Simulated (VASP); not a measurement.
Input of a VASP 6.6.1 run:

Contents of INCAR:

```
SYSTEM = SnSe2
ALGO = Normal
EDIFF = 1E-6
EDIFFG = -0.02
ENCUT = 520
GGA = PE
IBRION = 2
ISIF = 2
ISMEAR = -1
KPAR = 4
LASPH = .True.
LCHARG = .False.
LREAL = .False.
LWAVE = .False.
NELM = 60
NSW = 80
PREC = Accurate
SIGMA = 0.02
```

KPOINTS

```
k-points
0
Gamma
  13 13 7
  0 0 0
```

POSCAR

```
SnSe2
1.0
    3.8110000000      0.0000000000      0.0000000000
   -1.9055000000      3.3004228138      0.0000000000
    0.0000000000      0.0000000000      6.0132800000
Sn Se
1 2
Direct
    0.0000000000      0.0000000000      0.0000000000
    0.3333333333      0.6666666667      0.2617028904
    0.6666666667      0.3333333333      0.7382971096
```

Potentials or basis: VASP PAW PBE potentials, release 64 (Sn_d, Se).

Command:

```bash
$ cat potpaw_PBE.64/Sn_d/POTCAR potpaw_PBE.64/Se/POTCAR > POTCAR
$ mpirun -np 4 vasp_std > vasp.out
```

Problem. What does it give for the band gap on the k mesh?

Solution. 0.41 eV (least direct gap 0.95 eV).

Problem. Estimate the energy gained by relaxing.

Solution. 2.7 meV/atom.

Forces on the atoms (eV/Å):
```
Sn   0.000  0.000  0.000
Se   0.000  0.000 -0.004
Se   0.000  0.000  0.004
```

Caveat: the cell differs from its parent crystal (z stretched by -2 %); semilocal functionals underestimate gaps, and a narrow one can read as zero; spin-orbit coupling is left out, which moves the levels of the heavy elements. A k mesh can miss the band edges.
